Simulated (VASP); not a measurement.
Wanted: the native input for a VASP 6.6.1 run.

```yaml
Task: single point
Functional: LDA
Potentials_or_basis: VASP PAW LDA potentials, release 64 (Li_sv, Cl, O)
Cutoff: 520 eV
k_mesh: 6 × 6 × 6
Occupations: gaussian, width 0.05 eV
Spin: no spin polarisation
Dipole_correction: no
Further_INCAR_settings: ALGO = Normal; EDIFF = 1e-06; NBANDS = 19
```

The structure of Li3ClO lies in POSCAR:

```
Li3ClO
1.0
    3.9083370000      0.0000000000      0.0000000000
    0.0000000000      3.9083370000      0.0000000000
    0.0000000000      0.0000000000      3.9083370000
Li Cl O
3 1 1
Direct
    0.0000000000      0.5000000000      0.5000000000
    0.5000000000      0.0000000000      0.5000000000
    0.5000000000      0.5000000000      0.0000000000
    0.0095948737      0.0000000000      0.0000000000
    0.5000000000      0.5000000000      0.5000000000
```

This cell differs from its parent crystal: all Cl atoms moved +0.037 Å, as atom 4 along Cartesian [1 0 0].

One way to write it, as run:

INCAR

```
SYSTEM = Li3ClO
PREC     = Accurate       ! precision mode
ENCUT    = 520            ! plane-wave cutoff, eV
EDIFF    = 1E-6           ! SCF threshold, eV
ISMEAR   = 0              ! smearing method
SIGMA    = 0.05           ! smearing width, eV
LREAL    = .False.        ! projectors in reciprocal space
LASPH    = .True.         ! aspherical terms in the spheres
NELM     = 60             ! most SCF steps
ALGO     = Normal         ! electronic algorithm
ISIF     = 2              ! what is computed and relaxed
LWAVE    = .False.        ! write WAVECAR
LCHARG   = .True.         ! write CHGCAR
LELF     = .True.         ! ELF
LVHAR    = .True.       
NBANDS   = 19             ! bands
```

KPOINTS

```
regular mesh
0
Gamma
  6 6 6
  0 0 0
```

Potentials or basis: VASP PAW LDA potentials, release 64 (Li_sv, Cl, O).

Run with:

```sh
$ cat potpaw_LDA.64/Li_sv/POTCAR potpaw_LDA.64/Cl/POTCAR potpaw_LDA.64/O/POTCAR > POTCAR
$ mpirun -np 1 vasp_std > vasp.out
```

It gave:

The largest force is 0.074 eV/Å. The band gap on the k mesh is 4.59 eV (least direct gap 4.61 eV).

Caveat: the cell differs from its parent crystal (all Cl atoms moved +0.037 Å, as atom 4 along Cartesian [1 0 0]).

Wall time 65 s on 1 thread of AMD EPYC 7R13, on a shared host, peak memory 0.14 GiB.
